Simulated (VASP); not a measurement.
# Hf (Pm-3n) in VASP: single point with PBE

Aim: the single point of Hf with PBE.

Everything below comes from runs of VASP 6.6.1. Logs are shortened: lines on timing, memory, paths and dates and some standing lists are left out, and cuts for length are marked.

## (1) The cell of the first run

Symmetry: Pm-3n, No. 223, cubic system. The conventional cell has a = 5.646 Å, b = 5.646 Å, c = 5.646 Å, α = 90.00°, β = 90.00°, γ = 90.00°. Hf (site symmetry m-3) has 12 Hf at 3.16 Å within 4.2 Å. Hf (site symmetry -4m2) has 14 Hf at 2.82 to 3.46 Å within 3.7 Å.

## (2) Single point, PBE

INCAR reads:

```
SYSTEM = Hf
PREC = Accurate
ENCUT = 520
EDIFF = 1E-7
ISMEAR = 0
SIGMA = 0.1
LREAL = .FALSE.
LASPH = .TRUE.
NELM = 100
ALGO = Normal
ISIF = 2
LWAVE = .FALSE.
LCHARG = .FALSE.
GGA = PE
NBANDS = 50
```

KPOINTS reads:

```
Automatic mesh
0
G
  8 8 8
  0 0 0
```

POSCAR reads:

```
Hf
1.0
    5.6464703810      0.0000000000      0.0000000000
    0.0000000000      5.6464703810      0.0000000000
    0.0000000000      0.0000000000      5.6464703810
Hf
8
Direct
    0.5000000000      0.5000000000      0.5000000000
    0.0000000000      0.0000000000      0.0000000000
    0.2500000000      0.0000000000      0.5000000000
    0.5000000000      0.2500000000      0.0000000000
    0.5000000000      0.7500000000      0.0000000000
    0.7500000000      0.0000000000      0.5000000000
    0.0000000000      0.5000000000      0.7500000000
    0.0000000000      0.5000000000      0.2500000000
```

Potentials or basis: VASP PAW PBE potentials, release 64 (Hf_pv).

On the command line:

```console
> cat potpaw_PBE.64/Hf_pv/POTCAR > POTCAR
> mpirun -np 1 vasp_std > vasp.out
```

OUTCAR:

```text
SYSTEM = Hf
   PREC = Accurate
   ENCUT = 520
   EDIFF = 1E-7
   ISMEAR = 0
   LREAL = .FALSE.
   LASPH = .TRUE.
   NELM = 100
   ISIF = 2
   GGA = PE

 ion  position               nearest neighbor table
   1  0.500  0.500  0.500-   3 3.16   4 3.16   5 3.16   6 3.16   7 3.16   8 3.16   4 3.16   5 3.16
                             3 3.16   6 3.16   7 3.16   8 3.16
   2  0.000  0.000  0.000-   3 3.16   4 3.16   5 3.16   6 3.16   7 3.16   8 3.16   3 3.16   6 3.16
                             7 3.16   8 3.16   4 3.16   5 3.16
   3  0.250  0.000  0.500-   6 2.82   6 2.82   1 3.16   2 3.16   1 3.16   2 3.16   8 3.46   5 3.46
                             4 3.46   5 3.46   4 3.46   7 3.46   8 3.46   7 3.46
   4  0.500  0.250  0.000-   5 2.82   5 2.82   1 3.16   1 3.16   2 3.16   2 3.16   8 3.46   3 3.46
                             3 3.46   6 3.46   6 3.46   7 3.46   7 3.46   8 3.46
   5  0.500  0.750  0.000-   4 2.82   4 2.82   1 3.16   1 3.16   2 3.16   2 3.16   8 3.46   3 3.46
                             3 3.46   6 3.46   6 3.46   7 3.46   7 3.46   8 3.46
   6  0.750  0.000  0.500-   3 2.82   3 2.82   1 3.16   2 3.16   1 3.16   2 3.16   8 3.46   4 3.46
                             4 3.46   5 3.46   5 3.46   7 3.46   8 3.46   7 3.46
   7  0.000  0.500  0.750-   8 2.82   8 2.82   1 3.16   2 3.16   2 3.16   1 3.16   3 3.46   4 3.46
                             5 3.46   3 3.46   6 3.46   6 3.46   4 3.46   5 3.46
   8  0.000  0.500  0.250-   7 2.82   7 2.82   1 3.16   2 3.16   2 3.16   1 3.16   3 3.46   4 3.46
                             5 3.46   3 3.46   6 3.46   6 3.46   4 3.46   5 3.46

  LATTYP: Found a simple cubic cell.
 ALAT       =     5.6464703810

  Lattice vectors:

 A1 = (   5.6464703810,   0.0000000000,   0.0000000000)
 A2 = (   0.0000000000,   5.6464703810,   0.0000000000)
 A3 = (   0.0000000000,   0.0000000000,   5.6464703810)

Analysis of symmetry for initial positions (statically):
=====================================================================
 Subroutine PRICEL returns:
 Original cell was already a primitive cell.

 Routine SETGRP: Setting up the symmetry group for a
 simple cubic supercell.

 Subroutine GETGRP returns: Found 48 space group operations
 (whereof 24 operations were pure point group operations)
 out of a pool of 48 trial point group operations.

The static configuration has the point symmetry T_h .
 The point group associated with its full space group is O_h .

Analysis of symmetry for dynamics (positions and initial velocities):
=====================================================================
 Subroutine PRICEL returns:
 Original cell was already a primitive cell.

 Routine SETGRP: Setting up the symmetry group for a
 simple cubic supercell.

 Subroutine GETGRP returns: Found 48 space group operations
 (whereof 24 operations were pure point group operations)
 out of a pool of 48 trial point group operations.

The dynamic configuration has the point symmetry T_h .
 The point group associated with its full space group is O_h .

 Subroutine INISYM returns: Found 48 space group operations
 (whereof 24 operations are pure point group operations),
 and found     1 'primitive' translations

----------------------------------------------------------------------------------------

                                     Primitive cell

  volume of cell :     180.0243

  direct lattice vectors                    reciprocal lattice vectors
     5.646470381  0.000000000  0.000000000     0.177101788  0.000000000  0.000000000
     0.000000000  5.646470381  0.000000000     0.000000000  0.177101788  0.000000000
     0.000000000  0.000000000  5.646470381     0.000000000  0.000000000  0.177101788

  length of vectors
     5.646470381  5.646470381  5.646470381     0.177101788  0.177101788  0.177101788

  position of ions in fractional coordinates (direct lattice)
     0.500000000  0.500000000  0.500000000
     0.000000000  0.000000000  0.000000000
     0.250000000  0.000000000  0.500000000
     0.500000000  0.250000000  0.000000000
     0.500000000  0.750000000  0.000000000
     0.750000000  0.000000000  0.500000000
     0.000000000  0.500000000  0.750000000
     0.000000000  0.500000000  0.250000000

  ion indices of the primitive-cell ions
   primitive index   ion index
                 1           1
                 2           2
                 3           3
                 4           4
                 5           5
                 6           6
                 7           7
                 8           8

----------------------------------------------------------------------------------------

 KPOINTS: Automatic mesh

Automatic generation of k-mesh.
 Grid dimensions read from file:
 generate k-points for:    8    8    8

 Generating k-lattice:

  Cartesian coordinates                     Fractional coordinates (reciprocal lattice)
     0.022137723  0.000000000  0.000000000     0.125000000  0.000000000  0.000000000
     0.000000000  0.022137723  0.000000000     0.000000000  0.125000000  0.000000000
     0.000000000  0.000000000  0.022137723     0.000000000  0.000000000  0.125000000

  Length of vectors
     0.022137723  0.022137723  0.022137723

  Shift w.r.t. Gamma in fractional coordinates (k-lattice)
     0.000000000  0.000000000  0.000000000

 Subroutine IBZKPT returns following result:
 ===========================================

 Found     35 irreducible k-points:

 Following reciprocal coordinates:
            Coordinates               Weight
  0.000000  0.000000  0.000000      1.000000
  0.125000  0.000000  0.000000      6.000000
  0.250000  0.000000  0.000000      6.000000
  0.375000  0.000000  0.000000      6.000000
  0.500000  0.000000  0.000000      3.000000
  0.125000  0.125000  0.000000     12.000000
[... 16 lines left out ...]
  0.375000  0.375000  0.125000     24.000000
  0.500000  0.375000  0.125000     24.000000
 [... further k-points ...]
   k-points           NKPTS =     35   k-points in BZ     NKDIM =     35   number of bands    NBANDS=     50
   number of dos      NEDOS =    301   number of ions     NIONS =      8
   total plane-waves  NPLWV =  74088
   dimension x,y,z NGX =    42 NGY =   42 NGZ =   42
   dimension x,y,z NGXF=    84 NGYF=   84 NGZF=   84
   ions per type =               8
   NGX,Y,Z   is equivalent  to a cutoff of  12.37, 12.37, 12.37 a.u.
   NGXF,Y,Z  is equivalent  to a cutoff of  24.73, 24.73, 24.73 a.u.
 SYSTEM =  Hf
   PREC   = accura    normal or accurate (medium, high low for compatibility)
   ISTART =      0    job   : 0-new  1-cont  2-samecut
   ICHARG =      2    charge: 1-file 2-atom 10-const
   ISPIN  =      1    spin polarized calculation?
   LNONCOLLINEAR =      F non collinear calculations
   LSORBIT =      F    spin-orbit coupling
   LASPH  =      T    aspherical Exc in radial PAW
   ENCUT  =  520.0 eV  38.22 Ry    6.18 a.u.  10.50 10.50 10.50*2*pi/ulx,y,z
   NELM   =    100;   NELMIN=  2; NELMDL= -5     # of ELM steps
   EDIFF  = 0.1E-06   stopping-criterion for ELM
   LREAL  =      F    real-space projection
   EDIFFG = 0.1E-05   stopping-criterion for IOM
   NSW    =      0    number of steps for IOM
   IBRION =     -1    ionic relax: 0-MD 1-quasi-New 2-CG
   NFREE  =      0    steps in history (QN), initial steepest desc. (CG)
   ISIF   =      2    stress and relaxation
   ISYM   =      2    0-nonsym 1-usesym 2-fastsym
   POTIM  = 0.5000    time-step for ionic-motion
   TEBEG  =    0.0;   TEEND  =   0.0 temperature during run
   PSTRESS=    0.0 pullay stress
   NELECT =      80.0000    total number of electrons
   NUPDOWN=      -1.0000    fix difference up-down
   EMIN   =  10.00;   EMAX   =-10.00  energy-range for DOS
   EFERMI =   0.00;   METHOD = LEGACY
   ISMEAR =     0;   SIGMA  =   0.10  broadening in eV -4-tet -1-fermi 0-gaus
   EFERMI_NEDOS =   21; number of points for ismear=-14 and -15
   IALGO  =     38    algorithm
   IMIX   =      4    mixing-type and parameters
     AMIX     =   0.40;   BMIX     =  1.00
     AMIX_MAG =   1.60;   BMIX_MAG =  1.00
  volume/ion in A,a.u.               =      22.50       151.86
  Fermi-wavevector in a.u.,A,eV,Ry     =   1.249284  2.360804 21.234749  1.560710
  Thomas-Fermi vector in A             =   2.383331
   LORBIT       =      0    0 simple, 1 ext, 2 COOP (PROOUT), +10 PAW based schemes
   GGA     = PE    functional components
   LHFCALC =     F    Hartree Fock is set to
   AEXX    =    0.0000 exact exchange contribution
   IVDW    =     0    specifies the selected vdW correction
   LEPSILON=     F    determine dielectric tensor
   LRPA    =     F    only Hartree local field effects (RPA)
 non-spin polarized calculation
 Gauss-broadening in eV      SIGMA  =   0.10
  energy-cutoff  :      520.00
  volume of cell :      180.02
 maximum number of plane-waves:      4945
 NGX is ok and might be reduce to    42
   NGX = 21   NGY = 21   NGZ = 21

 number of electron      80.0000009 magnetization

 Free energy of the ion-electron system (eV)
  ---------------------------------------------------
  ext. energy  EPLUGINS =         0.00000000
  ---------------------------------------------------
  free energy    TOTEN  =       -77.48502668 eV

  energy without entropy =      -77.37916963  energy(sigma->0) =      -77.43209816

 E-fermi :   4.3723     XC(G=0): -11.2417

 val. band max:        4.3708444511   @ k =   0.3750   0.3750   0.1250
 cond. band min:       4.3724318081   @ k =   0.3750   0.3750   0.2500
 fundamental gap:      0.0015873570
 Fermi energy:         4.3722667770

 k-point     1 :       0.0000    0.0000    0.0000
  band No.  band energies     occupation
      1     -26.2742      2.00000
      2     -26.2742      2.00000
      3     -26.1805      2.00000
      4     -26.0051      2.00000
      5     -26.0051      2.00000
      6     -26.0051      2.00000
[... 42 lines left out ...]
     49       6.0989      0.00000
     50       7.9576      0.00000
[... 1217 lines left out ...]
     49       6.8834      0.00000
     50       7.0895      0.00000

 [... further k-points ...]

------------------------ aborting loop because EDIFF is reached ----------------------------------------

  FORCE on cell =-STRESS in cart. coord.  units (eV):
  Direction    XX          YY          ZZ          XY          YZ          ZX
  --------------------------------------------------------------------------------------
  -------------------------------------------------------------------------------------
  Total       -0.4407132     -0.4407132     -0.4407132      0.0000000     -0.0000000     -0.0000000
  in kB       -3.9222514     -3.9222514     -3.9222514      0.0000000     -0.0000000     -0.0000000
  external PRESSURE =      -3.9222514 kB  Pullay stress =       0.0000000 kB

 VOLUME and BASIS-vectors are now :
 -----------------------------------------------------------------------------
  energy-cutoff  :      520.00
  volume of cell :      180.02
      direct lattice vectors                 reciprocal lattice vectors
     5.646470381  0.000000000  0.000000000     0.177101788  0.000000000  0.000000000
     0.000000000  5.646470381  0.000000000     0.000000000  0.177101788  0.000000000
     0.000000000  0.000000000  5.646470381     0.000000000  0.000000000  0.177101788

 POSITION                                       TOTAL-FORCE (eV/Angst)
 -----------------------------------------------------------------------------------
      2.82324      2.82324      2.82324         0.000000     -0.000000      0.000000
      0.00000      0.00000      0.00000         0.000000     -0.000000      0.000000
      1.41162      0.00000      2.82324        -0.000000      0.000000      0.000000
      2.82324      1.41162      0.00000         0.000000     -0.000000     -0.000000
      2.82324      4.23485      0.00000         0.000000     -0.000000      0.000000
      4.23485      0.00000      2.82324         0.000000     -0.000000     -0.000000
      0.00000      2.82324      4.23485        -0.000000     -0.000000      0.000000
      0.00000      2.82324      1.41162         0.000000      0.000000     -0.000000
 -----------------------------------------------------------------------------------
    total drift:                                0.000000     -0.000000     -0.000000

  FREE ENERGIE OF THE ION-ELECTRON SYSTEM (eV)
  ---------------------------------------------------
  free  energy   TOTEN  =       -77.4850266847 eV

  energy  without entropy=      -77.3791696292  energy(sigma->0) =      -77.43209816
```

Wall time 3.8 min (1 thread of Intel Xeon 6975P-C (Granite Rapids), shared host); peak memory 0.38 GiB.

What came out:

| Item | Value |
| --- | --- |
| Free energy | -77.4850 eV |
| Pressure | -0.4 GPa |
| Band gap on the k mesh | zero (bands 40 and 41 overlap by 0.52 eV) |

Levels at points of the mesh, in eV from the Fermi level:
```tsv
k point	band 37	band 38	band 39	band 40	band 41	band 42	band 43	band 44
(0.00, 0.00, 0.00)	-0.77	-0.71	-0.42	-0.42	-0.42	-0.05	0.10	0.10
(0.50, 0.00, 0.00)	-0.21	-0.21	-0.03	-0.03	0.07	0.07	0.32	0.32
(0.50, 0.50, 0.00)	-0.07	-0.07	-0.05	0.04	0.07	0.08	0.08	0.82
(0.50, 0.50, 0.50)	0.08	0.08	0.08	0.08	0.08	0.08	0.67	0.67
```

Caveat: spin-orbit coupling is left out, which moves the levels of the heavy elements.
